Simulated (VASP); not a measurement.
# BaS in VASP: a series of runs

Runs on BaS. Level: PBE. Tasks: electric field gradients.

Program: VASP 6.6.1. These are calculated values, not measurements. Logs are shortened: lines on timing, memory, paths and dates and some standing lists are left out, and cuts for length are marked.

**1. The cell of the first run**

The structure is trigonal, space group R-3m (No. 166). The conventional cell has a = 4.494 Å, b = 4.494 Å, c = 11.174 Å, α = 90.00°, β = 90.00°, γ = 120.00°. Within 4.2 Å of Ba (site symmetry -3m) lie 6 S at 3.19 Å. Within 4.2 Å of S (site symmetry -3m) lie 6 Ba at 3.19 Å.

**2. Electric field gradients, PBE (equal xy, yz and zx shear strains of +1 %)**

File INCAR:

```
PREC = Accurate
ENCUT = 520
EDIFF = 1E-8
ISMEAR = -1
SIGMA = 0.02
LREAL = F
LASPH = T
NELM = 100
ALGO = Normal
ISIF = 2
LWAVE = F
LCHARG = F
GGA = PE
LEFG = T
NBANDS = 15
```

File KPOINTS:

```
regular mesh
0
Gamma
  8 8 8
```

File POSCAR:

```
BaS
1.0
    0.0319375000      3.2097187500      3.2097187500
    3.2097187500      0.0319375000      3.2097187500
    3.2097187500      3.2097187500      0.0319375000
Ba S
1 1
Direct
    0.0000000000      0.0000000000      0.0000000000
    0.5000000000      0.5000000000      0.5000000000
```

Potentials or basis: VASP PAW PBE potentials, release 64 (Ba_sv, S).

Started as:

```sh
$ cat potpaw_PBE.64/Ba_sv/POTCAR potpaw_PBE.64/S/POTCAR > POTCAR
$ mpirun -np 1 vasp_std > vasp.out
```

OUTCAR:

```text
PREC = Accurate
   ENCUT = 520
   EDIFF = 1E-8
   ISMEAR = -1
   LREAL = F
   LASPH = T
   NELM = 100
   ISIF = 2
   GGA = PE

 ion  position               nearest neighbor table
   1  0.000  0.000  0.000-   2 3.19   2 3.19   2 3.19   2 3.19   2 3.19   2 3.19
   2  0.500  0.500  0.500-   1 3.19   1 3.19   1 3.19   1 3.19   1 3.19   1 3.19

  LATTYP: Found a trigonal (rhomboedric) cell.
 ALAT       =     4.5393401406
 COS(alpha) =     0.5099250056

  Lattice vectors:

 A1 = (   0.0319375000,   3.2097187500,   3.2097187500)
 A2 = (   3.2097187500,   0.0319375000,   3.2097187500)
 A3 = (   3.2097187500,   3.2097187500,   0.0319375000)

Analysis of symmetry for initial positions (statically):
=====================================================================
 Subroutine PRICEL returns:
 Original cell was already a primitive cell.

 Routine SETGRP: Setting up the symmetry group for a
 trigonal (rhombohedral) supercell.

 Subroutine GETGRP returns: Found 12 space group operations
 (whereof 12 operations were pure point group operations)
 out of a pool of 12 trial point group operations.

The static configuration has the point symmetry D_3d.

Analysis of symmetry for dynamics (positions and initial velocities):
=====================================================================
 Subroutine PRICEL returns:
 Original cell was already a primitive cell.

 Routine SETGRP: Setting up the symmetry group for a
 trigonal (rhombohedral) supercell.

 Subroutine GETGRP returns: Found 12 space group operations
 (whereof 12 operations were pure point group operations)
 out of a pool of 12 trial point group operations.

The dynamic configuration has the point symmetry D_3d.

 Subroutine INISYM returns: Found 12 space group operations
 (whereof 12 operations are pure point group operations),
 and found     1 'primitive' translations

----------------------------------------------------------------------------------------

                                     Primitive cell

  volume of cell :      65.1479

  direct lattice vectors                    reciprocal lattice vectors
     0.031937500  3.209718750  3.209718750    -0.158121409  0.156563562  0.156563562
     3.209718750  0.031937500  3.209718750     0.156563562 -0.158121409  0.156563562
     3.209718750  3.209718750  0.031937500     0.156563562  0.156563562 -0.158121409

  length of vectors
     4.539340141  4.539340141  4.539340141     0.272078441  0.272078441  0.272078441

  position of ions in fractional coordinates (direct lattice)
     0.000000000  0.000000000  0.000000000
     0.500000000  0.500000000  0.500000000

  ion indices of the primitive-cell ions
   primitive index   ion index
                 1           1
                 2           2

----------------------------------------------------------------------------------------

 KPOINTS: regular mesh

Automatic generation of k-mesh.
 Grid dimensions read from file:
 generate k-points for:    8    8    8

 Generating k-lattice:

  Cartesian coordinates                     Fractional coordinates (reciprocal lattice)
    -0.019765176  0.019570445  0.019570445     0.125000000 -0.000000000 -0.000000000
     0.019570445 -0.019765176  0.019570445    -0.000000000  0.125000000 -0.000000000
     0.019570445  0.019570445 -0.019765176    -0.000000000 -0.000000000  0.125000000

  Length of vectors
     0.034009805  0.034009805  0.034009805

  Shift w.r.t. Gamma in fractional coordinates (k-lattice)
     0.000000000  0.000000000  0.000000000

 Subroutine IBZKPT returns following result:
 ===========================================

 Found     65 irreducible k-points:

[... 32 lines left out ...]
   ions per type =               1   1
   NGX,Y,Z   is equivalent  to a cutoff of  13.18, 13.18, 13.18 a.u.
   NGXF,Y,Z  is equivalent  to a cutoff of  26.37, 26.37, 26.37 a.u.
 SYSTEM =  unknown system
   PREC   = accura    normal or accurate (medium, high low for compatibility)
   ISTART =      0    job   : 0-new  1-cont  2-samecut
   ICHARG =      2    charge: 1-file 2-atom 10-const
   ISPIN  =      1    spin polarized calculation?
   LNONCOLLINEAR =      F non collinear calculations
   LSORBIT =      F    spin-orbit coupling
   LASPH  =      T    aspherical Exc in radial PAW
   ENCUT  =  520.0 eV  38.22 Ry    6.18 a.u.   8.44  8.44  8.44*2*pi/ulx,y,z
   NELM   =    100;   NELMIN=  2; NELMDL= -5     # of ELM steps
   EDIFF  = 0.1E-07   stopping-criterion for ELM
   LREAL  =      F    real-space projection
   EDIFFG = 0.1E-06   stopping-criterion for IOM
   NSW    =      0    number of steps for IOM
   IBRION =     -1    ionic relax: 0-MD 1-quasi-New 2-CG
   NFREE  =      0    steps in history (QN), initial steepest desc. (CG)
   ISIF   =      2    stress and relaxation
   ISYM   =      2    0-nonsym 1-usesym 2-fastsym
   POTIM  = 0.5000    time-step for ionic-motion
   TEBEG  =    0.0;   TEEND  =   0.0 temperature during run
   PSTRESS=    0.0 pullay stress
   NELECT =      16.0000    total number of electrons
   NUPDOWN=      -1.0000    fix difference up-down
   EMIN   =  10.00;   EMAX   =-10.00  energy-range for DOS
   EFERMI =   0.00;   METHOD = LEGACY
   ISMEAR =    -1;   SIGMA  =   0.02  broadening in eV -4-tet -1-fermi 0-gaus
   EFERMI_NEDOS =   21; number of points for ismear=-14 and -15
   IALGO  =     38    algorithm
   IMIX   =      4    mixing-type and parameters
     AMIX     =   0.40;   BMIX     =  1.00
     AMIX_MAG =   1.60;   BMIX_MAG =  1.00
  volume/ion in A,a.u.               =      32.57       219.82
  Fermi-wavevector in a.u.,A,eV,Ry     =   1.025214  1.937374 14.300604  1.051065
  Thomas-Fermi vector in A             =   2.159043
   LORBIT       =      0    0 simple, 1 ext, 2 COOP (PROOUT), +10 PAW based schemes
   GGA     = PE    functional components
   LHFCALC =     F    Hartree Fock is set to
   AEXX    =    0.0000 exact exchange contribution
   IVDW    =     0    specifies the selected vdW correction
   LEPSILON=     F    determine dielectric tensor
   LRPA    =     F    only Hartree local field effects (RPA)
 non-spin polarized calculation
  energy-cutoff  :      520.00
  volume of cell :       65.15
 maximum number of plane-waves:      1783
 NGX is ok and might be reduce to    36
   NGX = 17   NGY = 17   NGZ = 17

 number of electron      16.0000001 magnetization

 Free energy of the ion-electron system (eV)
  ---------------------------------------------------
  ext. energy  EPLUGINS =         0.00000000
  ---------------------------------------------------
  free energy    TOTEN  =       -10.18357304 eV

  energy without entropy =      -10.18357304  energy(sigma->0) =      -10.18357304

 E-fermi :   1.8436     XC(G=0):  -8.6263

 val. band max:        1.4668381009   @ k =   0.0000   0.0000   0.0000
 cond. band min:       3.5610541145   @ k =   0.5000   0.5000   0.0000
 fundamental gap:      2.0942160136
 Fermi energy:         1.8435725991

 k-point     1 :       0.0000    0.0000    0.0000
  band No.  band energies     occupation
      1     -24.6209      2.00000
      2      -9.6788      2.00000
      3      -9.6751      2.00000
      4      -9.6751      2.00000
      5      -8.9060      2.00000
      6       1.4315      2.00000
      7       1.4668      2.00000
      8       1.4668      2.00000
      9       5.0383      0.00000
     10       5.2586      0.00000
     11       5.3625      0.00000
     12       5.3625      0.00000
     13       6.2509      0.00000
     14       6.2509      0.00000
[... 401 lines left out ...]
      2     -10.5117      2.00000
      3      -9.7813      2.00000
      4      -9.6914      2.00000
      5      -7.9938      2.00000
      6       0.0088      2.00000
      7       0.5753      2.00000
      8       0.9577      2.00000
      9       5.5947      0.00000
     10       6.3361      0.00000
     11       6.7997      0.00000
     12       7.2195      0.00000
     13       8.2228      0.00000
     14       9.1051      0.00000
     15      11.5736      0.00000

 [... further k-points ...]

------------------------ aborting loop because EDIFF is reached ----------------------------------------

  FORCE on cell =-STRESS in cart. coord.  units (eV):
  Direction    XX          YY          ZZ          XY          YZ          ZX
  --------------------------------------------------------------------------------------
  -------------------------------------------------------------------------------------
  Total        0.5799690      0.5799690      0.5799690     -0.0767661     -0.0767661     -0.0767661
  in kB       14.2631386     14.2631386     14.2631386     -1.8879025     -1.8879025     -1.8879025
  external PRESSURE =      14.2631386 kB  Pullay stress =       0.0000000 kB

 VOLUME and BASIS-vectors are now :
 -----------------------------------------------------------------------------
  energy-cutoff  :      520.00
  volume of cell :       65.15
      direct lattice vectors                 reciprocal lattice vectors
     0.031937500  3.209718750  3.209718750    -0.158121409  0.156563562  0.156563562
     3.209718750  0.031937500  3.209718750     0.156563562 -0.158121409  0.156563562
     3.209718750  3.209718750  0.031937500     0.156563562  0.156563562 -0.158121409

 POSITION                                       TOTAL-FORCE (eV/Angst)
 -----------------------------------------------------------------------------------
      0.00000      0.00000      0.00000        -0.000000      0.000000     -0.000000
      3.22569      3.22569      3.22569         0.000000     -0.000000      0.000000
 -----------------------------------------------------------------------------------
    total drift:                                0.000000      0.000000      0.000000

  FREE ENERGIE OF THE ION-ELECTRON SYSTEM (eV)
  ---------------------------------------------------
  free  energy   TOTEN  =       -10.1835730417 eV

  energy  without entropy=      -10.1835730417  energy(sigma->0) =      -10.18357304

 Electric field gradients (V/A^2)
---------------------------------------------------------------------
 ion       V_xx      V_yy      V_zz      V_xy      V_xz      V_yz
---------------------------------------------------------------------
   1      -0.000     0.000    -0.000    -3.629    -3.629    -3.629
   2      -0.000     0.000     0.000     0.739     0.739     0.739
---------------------------------------------------------------------

 Electric field gradients after diagonalization (V/A^2)
 (convention: |V_zz| > |V_xx| > |V_yy|)
----------------------------------------------------------------------
 ion       V_xx      V_yy      V_zz     asymmetry (V_yy - V_xx)/ V_zz
----------------------------------------------------------------------
   1       3.629     3.629    -7.257       0.000
   2      -0.739    -0.739     1.478       0.000
----------------------------------------------------------------------

           NMR quadrupolar parameters

 Cq : quadrupolar parameter    Cq=e*Q*V_zz/h
 eta: asymmetry parameters     (V_yy - V_xx)/ V_zz
 Q  : nuclear electric quadrupole moment in mb (millibarn)
----------------------------------------------------------------------
 ion       Cq(MHz)       eta       Q (mb)
----------------------------------------------------------------------
   1      -0.018       0.000       1.000
   2       0.004       0.000       1.000
----------------------------------------------------------------------
```

Run time: 59 s. Hardware: 1 thread of Intel Xeon Platinum 8259CL at 2.50GHz (Skylake/Cascade Lake), shared host; peak memory 0.24 GiB.

What came out:

| Property | Result |
| --- | --- |
| Free energy | -10.1836 eV |
| Pressure | 1.4 GPa |
| Band gap on the k mesh | 2.09 eV, indirect (least direct gap 2.23 eV) |

Levels at points of the mesh, in eV from the valence-band top:
```tsv
k point	band 5	band 6	band 7	band 8	band 9	band 10	band 11	band 12
(0.00, 0.00, 0.00)	-10.37	-0.04	0.00	0.00	3.57	3.79	3.90	3.90
(0.50, 0.00, 0.00)	-9.14	-1.95	-1.14	-1.08	5.53	5.68	6.26	6.38
(0.50, 0.50, 0.00)	-10.28	-0.54	-0.16	-0.14	2.09	5.92	6.01	7.46
(0.50, 0.50, 0.50)	-9.12	-1.95	-1.06	-1.06	5.50	5.68	6.24	6.24
```

Electric field gradients, principal values (V/Å²):
```csv
atom,least,middle,greatest (by size)
1 Ba,3.629,3.629,-7.257
2 S,-0.739,-0.739,1.478
```

Caveat: the cell differs from its parent crystal (equal xy, yz and zx shear strains of +1 %); without QUAD_EFG the Cq values of the log hold for a quadrupole moment of 1 mb, not for the nuclei; spin-orbit coupling is left out, which moves the levels of the heavy elements.

**3. Electric field gradients, PBE (equal xy, yz and zx shear strains of +3 %)**

File INCAR:

```
ALGO = Normal ; EDIFF = 1E-8
ENCUT = 520 ; GGA = PE
ISIF = 2 ; ISMEAR = -1
LASPH = T ; LCHARG = F
LEFG = T ; LREAL = F
LWAVE = F ; NBANDS = 15
NELM = 60 ; PREC = Accurate
SIGMA = 0.02
```

File KPOINTS:

```
k-points
0
Gamma
  8 8 8
```

File POSCAR:

```
BaS
1.0
    0.0958125000      3.2416562500      3.2416562500
    3.2416562500      0.0958125000      3.2416562500
    3.2416562500      3.2416562500      0.0958125000
Ba S
1 1
Direct
    0.0000000000      0.0000000000      0.0000000000
    0.5000000000      0.5000000000      0.5000000000
```

Potentials or basis: VASP PAW PBE potentials, release 64 (Ba_sv, S).

Started as:

```sh
$ cat potpaw_PBE.64/Ba_sv/POTCAR potpaw_PBE.64/S/POTCAR > POTCAR
$ mpirun -np 1 vasp_std > vasp.out
```

OUTCAR:

```text
EDIFF = 1E-8
   ENCUT = 520
   GGA = PE
   ISIF = 2
   ISMEAR = -1
   LASPH = T
   LREAL = F
   NELM = 60
   PREC = Accurate

 ion  position               nearest neighbor table
   1  0.000  0.000  0.000-   2 3.19   2 3.19   2 3.19   2 3.19   2 3.19   2 3.19
   2  0.500  0.500  0.500-   1 3.19   1 3.19   1 3.19   1 3.19   1 3.19   1 3.19

  LATTYP: Found a trigonal (rhomboedric) cell.
 ALAT       =     4.5853953506
 COS(alpha) =     0.5293254421

  Lattice vectors:

 A1 = (   0.0958125000,   3.2416562500,   3.2416562500)
 A2 = (   3.2416562500,   0.0958125000,   3.2416562500)
 A3 = (   3.2416562500,   3.2416562500,   0.0958125000)

Analysis of symmetry for initial positions (statically):
=====================================================================
 Subroutine PRICEL returns:
 Original cell was already a primitive cell.

 Routine SETGRP: Setting up the symmetry group for a
 trigonal (rhombohedral) supercell.

 Subroutine GETGRP returns: Found 12 space group operations
 (whereof 12 operations were pure point group operations)
 out of a pool of 12 trial point group operations.

The static configuration has the point symmetry D_3d.

Analysis of symmetry for dynamics (positions and initial velocities):
=====================================================================
 Subroutine PRICEL returns:
 Original cell was already a primitive cell.

 Routine SETGRP: Setting up the symmetry group for a
 trigonal (rhombohedral) supercell.

 Subroutine GETGRP returns: Found 12 space group operations
 (whereof 12 operations were pure point group operations)
 out of a pool of 12 trial point group operations.

[... 577 lines left out ...]
      7       0.6306      2.00000
      8       0.9191      2.00000
      9       5.6043      0.00000
     10       6.4230      0.00000
     11       6.8333      0.00000
     12       7.0871      0.00000
     13       8.2296      0.00000
     14       9.1020      0.00000
     15      11.4192      0.00000

 [... further k-points ...]

------------------------ aborting loop because EDIFF is reached ----------------------------------------

  FORCE on cell =-STRESS in cart. coord.  units (eV):
  Direction    XX          YY          ZZ          XY          YZ          ZX
  --------------------------------------------------------------------------------------
  -------------------------------------------------------------------------------------
  Total        0.5732542      0.5732542      0.5732542     -0.2423957     -0.2423957     -0.2423957
  in kB       14.1063729     14.1063729     14.1063729     -5.9647618     -5.9647618     -5.9647618
  external PRESSURE =      14.1063729 kB  Pullay stress =       0.0000000 kB

 VOLUME and BASIS-vectors are now :
 -----------------------------------------------------------------------------
  energy-cutoff  :      520.00
  volume of cell :       65.11
      direct lattice vectors                 reciprocal lattice vectors
     0.095812500  3.241656250  3.241656250    -0.161254529  0.156625213  0.156625213
     3.241656250  0.095812500  3.241656250     0.156625213 -0.161254529  0.156625213
     3.241656250  3.241656250  0.095812500     0.156625213  0.156625213 -0.161254529

 POSITION                                       TOTAL-FORCE (eV/Angst)
 -----------------------------------------------------------------------------------
      0.00000      0.00000      0.00000         0.000000      0.000000     -0.000000
      3.28956      3.28956      3.28956         0.000000     -0.000000      0.000000
 -----------------------------------------------------------------------------------
    total drift:                                0.000000      0.000000      0.000000

  FREE ENERGIE OF THE ION-ELECTRON SYSTEM (eV)
  ---------------------------------------------------
  free  energy   TOTEN  =       -10.1738356464 eV

  energy  without entropy=      -10.1738356464  energy(sigma->0) =      -10.17383565

 Electric field gradients (V/A^2)
---------------------------------------------------------------------
 ion       V_xx      V_yy      V_zz      V_xy      V_xz      V_yz
---------------------------------------------------------------------
   1       0.000    -0.000    -0.000   -10.996   -10.996   -10.996
   2      -0.000    -0.000    -0.000     2.351     2.351     2.351
---------------------------------------------------------------------

 Electric field gradients after diagonalization (V/A^2)
 (convention: |V_zz| > |V_xx| > |V_yy|)
----------------------------------------------------------------------
 ion       V_xx      V_yy      V_zz     asymmetry (V_yy - V_xx)/ V_zz
----------------------------------------------------------------------
   1      10.996    10.996   -21.992       0.000
   2      -2.351    -2.351     4.702       0.000
----------------------------------------------------------------------

           NMR quadrupolar parameters

 Cq : quadrupolar parameter    Cq=e*Q*V_zz/h
 eta: asymmetry parameters     (V_yy - V_xx)/ V_zz
 Q  : nuclear electric quadrupole moment in mb (millibarn)
----------------------------------------------------------------------
 ion       Cq(MHz)       eta       Q (mb)
----------------------------------------------------------------------
   1      -0.053       0.000       1.000
   2       0.011       0.000       1.000
----------------------------------------------------------------------
```

Run time: 57 s. Hardware: 1 thread of Intel Xeon Platinum 8259CL at 2.50GHz (Skylake/Cascade Lake), shared host; peak memory 0.24 GiB.

What came out:

```yaml
Free_energy: -10.1738 eV
Pressure: 1.4 GPa
Band_gap_on_the_k_mesh: 2.06 eV, indirect (least direct gap 2.19 eV)
```

Levels at points of the mesh, in eV from the valence-band top:
| k point | band 5 | band 6 | band 7 | band 8 | band 9 | band 10 | band 11 | band 12 |
| --- | --- | --- | --- | --- | --- | --- | --- | --- |
| (0.00, 0.00, 0.00) | -10.40 | -0.11 | 0.00 | 0.00 | 3.40 | 3.75 | 3.93 | 3.93 |
| (0.50, 0.00, 0.00) | -9.18 | -1.98 | -1.25 | -1.07 | 5.40 | 5.65 | 6.25 | 6.51 |
| (0.50, 0.50, 0.00) | -10.31 | -0.57 | -0.22 | -0.14 | 2.06 | 5.88 | 5.95 | 7.29 |
| (0.50, 0.50, 0.50) | -9.12 | -1.99 | -1.01 | -1.01 | 5.39 | 5.66 | 6.11 | 6.11 |

Electric field gradients, principal values (V/Å²):
```
atom   least  middle  greatest (by size)
1 Ba  10.996  10.996             -21.992
 2 S  -2.351  -2.351               4.702
```

Caveat: the cell differs from its parent crystal (equal xy, yz and zx shear strains of +3 %); without QUAD_EFG the Cq values of the log hold for a quadrupole moment of 1 mb, not for the nuclei; spin-orbit coupling is left out, which moves the levels of the heavy elements. A k mesh can miss the band edges.

[end of part 1 of 2]
